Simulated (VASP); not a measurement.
A run of VASP 6.6.1:

File INCAR:

```
  ALGO = Normal
  EDIFF = 1E-7
  ENCUT = 520
  GGA = PE
  ISIF = 2
  ISMEAR = -1
  LASPH = T
  LCHARG = F
  LREAL = F
  LWAVE = F
  NBANDS = 10
  NELM = 80
  PREC = Accurate
  SIGMA = 0.1
```

Contents of KPOINTS:

```
k-points
0
Gamma
  5 5 5
```

File POSCAR:

```
Rb
1.0
   -2.8359049291      2.8359049291      2.8359049291
    2.8359049291     -2.8359049291      2.8359049291
    2.8359049291      2.8359049291     -2.8359049291
Rb
1
Direct
    0.0000000000      0.0000000000      0.0000000000
```

Potentials or basis: VASP PAW PBE potentials, release 64 (Rb_sv).

The run is started by

```sh
$ cat potpaw_PBE.64/Rb_sv/POTCAR > POTCAR
$ mpirun -np 1 vasp_std > vasp.out
```

Hardware: 1 thread of Intel(R) Xeon(R) Platinum 8559C (Emerald Rapids) (shared host).

Question: How long does it take, and how much memory?

Answer: Run time: 6.7 s on 1 thread of Intel(R) Xeon(R) Platinum 8559C (Emerald Rapids) (shared host), peak memory 0.22 GiB. Counts: scf iterations 11, k points 10.
